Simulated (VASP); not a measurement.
# Be2C3 (P-3m1) in VASP: notebook

The runs below take Be2C3 through single point, relaxation of cell and atoms, with r2SCAN.

Program: VASP 6.6.1. These are calculated values, not measurements. Logs are shortened: lines on timing, memory, paths and dates and some standing lists are left out, and cuts for length are marked.

## Step 1: The cell of the first run

It takes space group P-3m1 (No. 164, trigonal). The conventional cell has a = 2.648 Å, b = 2.648 Å, c = 5.965 Å, α = 90.00°, β = 90.00°, γ = 120.00°. Within 2.3 Å of Be (site symmetry 3m) lie 4 C at 1.70 to 2.19 Å and 3 Be at 2.13 Å. Within 2.3 Å of C (site symmetry -3m) lie 6 Be at 1.70 Å. C (site symmetry 3m) has 3 C at 1.53 Å within 2.0 Å.

## Step 2: Single point, r2SCAN

POSCAR

```
Be2C3
1.0
    2.6484564190      0.0000000000      0.0000000000
   -1.3242282095      2.2936305396      0.0000000000
    0.0000000000      0.0000000000      5.9647887504
Be C
2 3
Direct
    0.3333333333      0.6666666667      0.1237248956
    0.6666666667      0.3333333333      0.8762751044
    0.0000000000      0.0000000000      0.0000000000
    0.3333333333      0.6666666667      0.4901045128
    0.6666666667      0.3333333333      0.5098954872
```

INCAR.step1

```
SYSTEM = Be2C3
  ALGO = Normal
  EDIFF = 1E-4
  ENCUT = 520
  GGA = PE
  ISMEAR = 0
  LASPH = .TRUE.
  LCHARG = .FALSE.
  LREAL = .FALSE.
  LWAVE = .TRUE.
  NBANDS = 16
  NELM = 100
  PREC = Accurate
  SIGMA = 0.1
```

INCAR.step2

```
SYSTEM = Be2C3
  ALGO = Normal
  EDIFF = 1E-6
  ENCUT = 520
  ISIF = 2
  ISMEAR = 0
  ISTART = 1
  LASPH = .TRUE.
  LCHARG = .FALSE.
  LMIXTAU = .TRUE.
  LREAL = .FALSE.
  LWAVE = .FALSE.
  METAGGA = R2SCAN
  NBANDS = 16
  NELM = 100
  PREC = Accurate
  SIGMA = 0.1
```

KPOINTS

```
k-points
0
G
  6 6 4
  0 0 0
```

Potentials or basis: VASP PAW PBE potentials, release 64 (Be, C).

Launch:

```console
> cat potpaw_PBE.64/Be/POTCAR potpaw_PBE.64/C/POTCAR > POTCAR
> cp INCAR.step1 INCAR
> mpirun -np 1 vasp_std > vasp.out
> cp INCAR.step2 INCAR
> mpirun -np 1 vasp_std > vasp.out
```

OUTCAR:

```text
SYSTEM = Be2C3
   EDIFF = 1E-6
   ENCUT = 520
   ISIF = 2
   ISMEAR = 0
   ISTART = 1
   LASPH = .TRUE.
   LREAL = .FALSE.
   METAGGA = R2SCAN
   NELM = 100
   PREC = Accurate

 ion  position               nearest neighbor table
   1  0.333  0.667  0.124-   3 1.70   3 1.70   3 1.70   2 2.13   2 2.13   2 2.13   4 2.19
   2  0.667  0.333  0.876-   3 1.70   3 1.70   3 1.70   1 2.13   1 2.13   1 2.13   5 2.19
   3  0.000  0.000  0.000-   1 1.70   2 1.70   1 1.70   2 1.70   2 1.70   1 1.70
   4  0.333  0.667  0.490-   5 1.53   5 1.53   5 1.53   1 2.19
   5  0.667  0.333  0.510-   4 1.53   4 1.53   4 1.53   2 2.19

  LATTYP: Found a hexagonal cell.
 ALAT       =     2.6484564190
 C/A-ratio  =     2.2521755343

  Lattice vectors:

 A1 = (   2.6484564190,   0.0000000000,   0.0000000000)
 A2 = (  -1.3242282095,   2.2936305396,   0.0000000000)
 A3 = (   0.0000000000,   0.0000000000,   5.9647887504)

Analysis of symmetry for initial positions (statically):
=====================================================================
 Subroutine PRICEL returns:
 Original cell was already a primitive cell.

 Routine SETGRP: Setting up the symmetry group for a
 hexagonal supercell.

 Subroutine GETGRP returns: Found 12 space group operations
 (whereof 12 operations were pure point group operations)
 out of a pool of 24 trial point group operations.

The static configuration has the point symmetry D_3d.

Analysis of symmetry for dynamics (positions and initial velocities):
=====================================================================
 Subroutine PRICEL returns:
 Original cell was already a primitive cell.

 Routine SETGRP: Setting up the symmetry group for a
 hexagonal supercell.

 Subroutine GETGRP returns: Found 12 space group operations
 (whereof 12 operations were pure point group operations)
 out of a pool of 24 trial point group operations.

The dynamic configuration has the point symmetry D_3d.

 Subroutine INISYM returns: Found 12 space group operations
 (whereof 12 operations are pure point group operations),
 and found     1 'primitive' translations

[... 97 lines left out ...]
   ENCUT  =  520.0 eV  38.22 Ry    6.18 a.u.   4.92  4.92 11.09*2*pi/ulx,y,z
   NELM   =    100;   NELMIN=  2; NELMDL=  0     # of ELM steps
   EDIFF  = 0.1E-05   stopping-criterion for ELM
   LREAL  =      F    real-space projection
   EDIFFG = 0.1E-04   stopping-criterion for IOM
   NSW    =      0    number of steps for IOM
   IBRION =     -1    ionic relax: 0-MD 1-quasi-New 2-CG
   NFREE  =      0    steps in history (QN), initial steepest desc. (CG)
   ISIF   =      2    stress and relaxation
   ISYM   =      2    0-nonsym 1-usesym 2-fastsym
   POTIM  = 0.5000    time-step for ionic-motion
   TEBEG  =    0.0;   TEEND  =   0.0 temperature during run
   PSTRESS=    0.0 pullay stress
   NELECT =      16.0000    total number of electrons
   NUPDOWN=      -1.0000    fix difference up-down
   EMIN   =  10.00;   EMAX   =-10.00  energy-range for DOS
   EFERMI =   0.00;   METHOD = LEGACY
   ISMEAR =     0;   SIGMA  =   0.10  broadening in eV -4-tet -1-fermi 0-gaus
   EFERMI_NEDOS =   21; number of points for ismear=-14 and -15
   IALGO  =     38    algorithm
   IMIX   =      4    mixing-type and parameters
     AMIX     =   0.40;   BMIX     =  1.00
     AMIX_MAG =   1.60;   BMIX_MAG =  1.00
  volume/ion in A,a.u.               =       7.25        48.90
  Fermi-wavevector in a.u.,A,eV,Ry     =   1.246650  2.355826 21.145290  1.554135
  Thomas-Fermi vector in A             =   2.380817
   LORBIT       =      0    0 simple, 1 ext, 2 COOP (PROOUT), +10 PAW based schemes
   METAGGA = R2SCAN    functional components
   LHFCALC =     F    Hartree Fock is set to
   AEXX    =    0.0000 exact exchange contribution
   IVDW    =     0    specifies the selected vdW correction
   LEPSILON=     F    determine dielectric tensor
   LRPA    =     F    only Hartree local field effects (RPA)
 non-spin polarized calculation
 Gauss-broadening in eV      SIGMA  =   0.10
  energy-cutoff  :      520.00
  volume of cell :       36.23
 maximum number of plane-waves:       993
   NGX =  9   NGY =  9   NGZ = 23

 number of electron      16.0000001 magnetization

 Free energy of the ion-electron system (eV)
  ---------------------------------------------------
  ext. energy  EPLUGINS =         0.00000000
  ---------------------------------------------------
  free energy    TOTEN  =       -36.53645987 eV

  energy without entropy =      -36.52864778  energy(sigma->0) =      -36.53255382

 E-fermi :   6.8749     XC(G=0): -12.0090

 val. band max:        6.8629732754   @ k =   0.3333   0.1667   0.5000
 cond. band min:       6.9070070660   @ k =   0.5000   0.0000   0.2500
 fundamental gap:      0.0440337906
 Fermi energy:         6.8749073044

 k-point     1 :       0.0000    0.0000    0.0000
  band No.  band energies     occupation
      1     -13.3753      2.00000
      2      -8.1783      2.00000
      3      -2.9175      2.00000
      4       2.7692      2.00000
      5       2.7692      2.00000
      6       3.7369      2.00000
[... 433 lines left out ...]
      3      -3.7526      2.00000
      4      -3.6765      2.00000
      5       0.4771      2.00000
      6       0.4771      2.00000
[... 8 lines left out ...]
     15      19.8258      0.00000
     16      19.8258      0.00000

------------------------ aborting loop because EDIFF is reached ----------------------------------------

  FORCE on cell =-STRESS in cart. coord.  units (eV):
  Direction    XX          YY          ZZ          XY          YZ          ZX
  --------------------------------------------------------------------------------------
  -------------------------------------------------------------------------------------
  Total        0.1640081      0.1640081      0.0745224      0.0000000      0.0000000      0.0000000
  in kB        7.2521136      7.2521136      3.2952335      0.0000000      0.0000000      0.0000000
  external PRESSURE =       5.9331536 kB  Pullay stress =       0.0000000 kB

 VOLUME and BASIS-vectors are now :
 -----------------------------------------------------------------------------
  energy-cutoff  :      520.00
  volume of cell :       36.23
      direct lattice vectors                 reciprocal lattice vectors
     2.648456419  0.000000000  0.000000000     0.377578424  0.217995005  0.000000000
    -1.324228209  2.293630540  0.000000000     0.000000000  0.435990009  0.000000000
     0.000000000  0.000000000  5.964788750     0.000000000  0.000000000  0.167650531

 POSITION                                       TOTAL-FORCE (eV/Angst)
 -----------------------------------------------------------------------------------
     -0.00000      1.52909      0.73799         0.000000      0.000000      0.012078
      1.32423      0.76454      5.22680         0.000000      0.000000     -0.012078
      0.00000      0.00000      0.00000         0.000000      0.000000      0.000000
     -0.00000      1.52909      2.92337        -0.000000      0.000000      0.001756
      1.32423      0.76454      3.04142        -0.000000     -0.000000     -0.001756
 -----------------------------------------------------------------------------------
    total drift:                                0.000000     -0.000000      0.000000

  FREE ENERGIE OF THE ION-ELECTRON SYSTEM (eV)
  ---------------------------------------------------
  free  energy   TOTEN  =       -36.5364598665 eV

  energy  without entropy=      -36.5286477822  energy(sigma->0) =      -36.53255382
```

OSZICAR.step1:

```text
N       E                     dE             d eps       ncg     rms          rms(c)
DAV:   1     0.197594365565E+02    0.19759E+02   -0.73743E+03   768   0.921E+02
DAV:   2    -0.362689292451E+02   -0.56028E+02   -0.50381E+02  1104   0.175E+02
DAV:   3    -0.386440360727E+02   -0.23751E+01   -0.23593E+01  1088   0.330E+01
DAV:   4    -0.386700958540E+02   -0.26060E-01   -0.26055E-01   888   0.423E+00
DAV:   5    -0.386705501149E+02   -0.45426E-03   -0.45423E-03  1040   0.492E-01    0.102E+01
DAV:   6    -0.332759141535E+02    0.53946E+01   -0.61952E+00   952   0.235E+01    0.370E+00
DAV:   7    -0.332298123042E+02    0.46102E-01   -0.20753E+00   936   0.805E+00    0.271E+00
DAV:   8    -0.331584300415E+02    0.71382E-01   -0.17911E-01   968   0.282E+00    0.893E-01
DAV:   9    -0.331531389410E+02    0.52911E-02   -0.13484E-02  1064   0.992E-01    0.248E-01
DAV:  10    -0.331536642010E+02   -0.52526E-03   -0.27493E-03  1064   0.389E-01    0.878E-02
DAV:  11    -0.331536634829E+02    0.71813E-06   -0.83482E-04   896   0.188E-01
   1 F= -.33153663E+02 E0= -.33149817E+02  d E =-.769359E-02
```

It took 99 s on 1 thread of Intel Xeon 8259CL, shared host; peak memory 0.15 GiB.

Results:

- Free energy: -36.5365 eV
- Pressure: 0.6 GPa
- Largest force: 0.012 eV/Å
- Band gap on the k mesh: zero (bands 8 and 9 overlap by 4.14 eV)

Forces in eV/Å, atoms in the order of the input:
```
Be   0.000  0.000  0.012
Be   0.000  0.000 -0.012
C    0.000  0.000  0.000
C    0.000  0.000  0.002
C    0.000  0.000 -0.002
```

Caveat: the k points lie up to 0.46 Å⁻¹ apart, too coarse for converged energies and pressures of a metal; the PAW data sets were made with another functional, which shifts forces and pressure a little.

## Step 3: Single point, r2SCAN

This run uses another cell than the first one, of 7.41 Å³/atom.

POSCAR

```
Be2C3
1.0
    3.0178763344      0.0000000000      0.0000000000
   -1.5089381672      2.6135575711      0.0000000000
    0.0000000000      0.0000000000      4.6953253630
Be C
2 3
Direct
    0.3333333333      0.6666666667      0.2450000000
    0.6666666667      0.3333333333      0.7550000000
    0.0000000000      0.0000000000      0.0000000000
    0.3333333333      0.6666666667      0.6450000000
    0.6666666667      0.3333333333      0.3550000000
```

INCAR.step1

```
SYSTEM = Be2C3
PREC     = Accurate       ! precision mode
ENCUT    = 520            ! plane-wave cutoff, eV
ISMEAR   = 0              ! smearing method
SIGMA    = 0.1            ! smearing width, eV
LREAL    = .False.        ! projectors in reciprocal space
LASPH    = .True.         ! aspherical terms in the spheres
NELM     = 80             ! most SCF steps
NBANDS   = 16             ! bands
GGA      = PE             ! functional
ALGO     = Normal         ! electronic algorithm
EDIFF    = 1E-4           ! SCF threshold, eV
LWAVE    = .True.         ! write WAVECAR
LCHARG   = .False.        ! write CHGCAR
```

INCAR.step2

```
SYSTEM = Be2C3
PREC     = Accurate       ! precision mode
ENCUT    = 520            ! plane-wave cutoff, eV
EDIFF    = 1E-6           ! SCF threshold, eV
ISMEAR   = 0              ! smearing method
SIGMA    = 0.1            ! smearing width, eV
LREAL    = .False.        ! projectors in reciprocal space
LASPH    = .True.         ! aspherical terms in the spheres
NELM     = 80             ! most SCF steps
ALGO     = Normal         ! electronic algorithm
ISIF     = 2              ! what is computed and relaxed
LWAVE    = .False.        ! write WAVECAR
LCHARG   = .True.         ! write CHGCAR
METAGGA  = R2SCAN         ! meta-GGA
LMIXTAU  = .True.       
LELF     = .True.         ! ELF
LVHAR    = .True.       
NBANDS   = 16             ! bands
ISTART   = 1
```

KPOINTS

```
regular mesh
0
Gamma
  6 6 4
  0 0 0
```

Potentials or basis: VASP PAW PBE potentials, release 64 (Be, C).

Launch:

```console
> cat potpaw_PBE.64/Be/POTCAR potpaw_PBE.64/C/POTCAR > POTCAR
> cp INCAR.step1 INCAR
> mpirun -np 1 vasp_std > vasp.out
> cp INCAR.step2 INCAR
> mpirun -np 1 vasp_std > vasp.out
```

Wall time 69 s (1 thread of Intel Xeon 8259CL, shared host); peak memory 0.16 GiB.

The run converged. Its results:

```yaml
Free_energy: -29.3407 eV
Pressure: -2.4 GPa
Largest_force: 1.386 eV/Å
Band_gap_on_the_k_mesh: zero (bands 8 and 9 overlap by 4.21 eV)
```

Forces in eV/Å, atoms in the order of the input:
```
Be   0.000  0.000 -1.386
Be   0.000  0.000  1.386
C    0.000  0.000  0.000
C    0.000  0.000 -0.847
C    0.000  0.000  0.847
```

Stress tensor (GPa, compression positive):
```
-2.98  0.00  0.00
 0.00 -2.98  0.00
 0.00  0.00 -1.18
```

Levels at points of the mesh, in eV from the Fermi level:
```csv
k point,band 5,band 6,band 7,band 8,band 9,band 10,band 11,band 12
"(0.00, 0.00, 0.00)",-1.92,0.00,0.00,0.51,0.61,1.99,1.99,3.43
"(0.50, 0.00, 0.00)",-5.78,-5.35,-4.89,0.26,0.93,2.04,2.23,5.11
"(0.00, 0.00, 0.50)",-1.77,-1.77,0.55,0.55,1.09,1.09,2.39,3.57
"(0.50, 0.00, 0.50)",-3.92,-2.88,-2.82,-2.19,-0.74,1.52,3.73,4.73
```

Caveat: the k points lie up to 0.40 Å⁻¹ apart, too coarse for converged energies and pressures of a metal; the PAW data sets were made with another functional, which shifts forces and pressure a little.

## Step 4: Relaxation of cell and atoms, r2SCAN

This run uses another cell than the first one, of 7.41 Å³/atom.

POSCAR is that of step 3.

INCAR.step1

```
SYSTEM = Be2C3
ALGO = Normal ; EDIFF = 1E-4
ENCUT = 600 ; GGA = PE
ISMEAR = 0 ; LASPH = .TRUE.
LCHARG = .FALSE. ; LREAL = .FALSE.
LWAVE = .TRUE. ; NELM = 60
PREC = Accurate ; SIGMA = 0.1
```

INCAR.step2

```
SYSTEM = Be2C3
ALGO = Normal ; EDIFF = 1E-6
EDIFFG = -0.04 ; ENCUT = 600
IBRION = 2 ; ISIF = 3
ISMEAR = 0 ; ISTART = 1
LASPH = .TRUE. ; LCHARG = .FALSE.
LMIXTAU = .TRUE. ; LREAL = .FALSE.
LWAVE = .FALSE. ; METAGGA = R2SCAN
NELM = 60 ; NSW = 90
PREC = Accurate ; SIGMA = 0.1
```

KPOINTS

```
k-points
0
G
  6 6 4
  0 0 0
```

Launch:

```console
> cat potpaw_PBE.64/Be/POTCAR potpaw_PBE.64/C/POTCAR > POTCAR
> cp INCAR.step1 INCAR
> mpirun -np 1 vasp_std > vasp.out
> cp INCAR.step2 INCAR
> mpirun -np 1 vasp_std > vasp.out
```

It took 19 min on 1 thread of Intel Xeon 8259CL, shared host; peak memory 0.17 GiB.

It converged, with:

| Property | Result |
| --- | --- |
| Free energy | -36.5421 eV |
| Relaxed volume | 7.23 Å³/atom |
| Relaxed cell | a = 2.650 Å, b = 2.650 Å, c = 5.947 Å, α = 90.00°, β = 90.00°, γ = 120.00° |
| Space group after relaxing (to 0.1 Å) | P-3m1 (No. 164) |
| Energy gained by relaxing | 1439.7 meV/atom |
| Ionic steps | 20 |
| Pressure after relaxing | 0.0 GPa |
| Band gap on the k mesh | zero (bands 8 and 9 overlap by 4.13 eV) |

Forces in eV/Å, atoms in the order of the input:
```
Be   0.000  0.000 -0.003
Be   0.000  0.000  0.003
C    0.000  0.000  0.000
C    0.000  0.000 -0.001
C    0.000  0.000  0.001
```

Stress tensor (GPa, compression positive):
```
 0.06  0.00  0.00
 0.00  0.06  0.00
 0.00  0.00 -0.11
```

The path:
| step | energy change (eV) | largest force (eV/Å) | pressure (GPa) | volume (Å³) |
| --- | --- | --- | --- | --- |
| 1 | 0.0000 | 1.3860 | -2.56 | 37.03 |
| 2 | -0.3024 | 1.6901 | -3.87 | 36.40 |
| 3 | -1.4422 | 3.6209 | -5.95 | 34.55 |
| 4 | -3.2973 | 3.7267 | 17.10 | 31.03 |
| 5 | -3.3548 | 3.6189 | 18.37 | 30.97 |
| 6 | -3.4910 | 3.3356 | 22.69 | 30.79 |
| 7 | -3.5944 | 3.2677 | 33.00 | 30.42 |
| 8 | -3.7848 | 3.2438 | 30.78 | 30.68 |
| 9 | -4.3178 | 3.0963 | 24.65 | 31.44 |
| 10 | -5.1966 | 2.8531 | 14.51 | 32.97 |
| 11 | -5.9131 | 2.9173 | 0.81 | 36.07 |
| 12 | -6.2599 | 2.2237 | -1.07 | 36.35 |
| 13 | -6.8250 | 1.0987 | -5.36 | 36.94 |
| 14 | -6.9731 | 1.4407 | -13.11 | 37.99 |
| 15 | -7.1293 | 0.0617 | -10.08 | 37.53 |
| 16 | -7.1338 | 0.2976 | -10.59 | 37.61 |
| 17 | -7.1946 | 0.2617 | -0.60 | 36.25 |
| 18 | -7.1947 | 0.2637 | -1.02 | 36.30 |
| 19 | -7.1981 | 0.0865 | -0.33 | 36.21 |
| 20 | -7.1986 | 0.0026 | 0.00 | 36.17 |

Final structure:
```
CELL_PARAMETERS angstrom
2.64987 0.00000 0.00000
-1.32494 2.29486 0.00000
0.00000 0.00000 5.94750
ATOMIC_POSITIONS crystal
Be 0.33333 0.66667 0.12408
Be 0.66667 0.33333 0.87592
C 0.00000 0.00000 0.00000
C 0.33333 0.66667 0.48998
C 0.66667 0.33333 0.51002
```

Levels at points of the mesh, in eV from the Fermi level:
```
           k point  band 4  band 5  band 6  band 7  band 8  band 9  band 10  band 11  band 12
(0.00, 0.00, 0.00)   -4.10   -4.10   -3.08    1.36    1.79    1.79     6.29     6.29     6.82
(0.50, 0.00, 0.00)   -7.87   -7.06   -4.61   -3.28   -1.65    0.64     4.31     5.94     7.66
(0.00, 0.00, 0.50)   -5.41   -4.10   -4.10    1.80    1.80    5.74     6.24     6.24     7.24
(0.50, 0.00, 0.50)   -8.00   -7.05   -4.22   -2.30   -1.68   -0.73     3.84     4.34    10.28
```

Caveat: the k points lie up to 0.46 Å⁻¹ apart in the final cell, too coarse for converged energies and pressures of a metal; a cell axis changed by over 15 % at a fixed basis, so the end point is rough; the PAW data sets were made with another functional, which shifts forces and pressure a little.

(Continued in part 2 of 2.)

The gap in the log of VASP goes by the Fermi energy; the results here count the filled bands.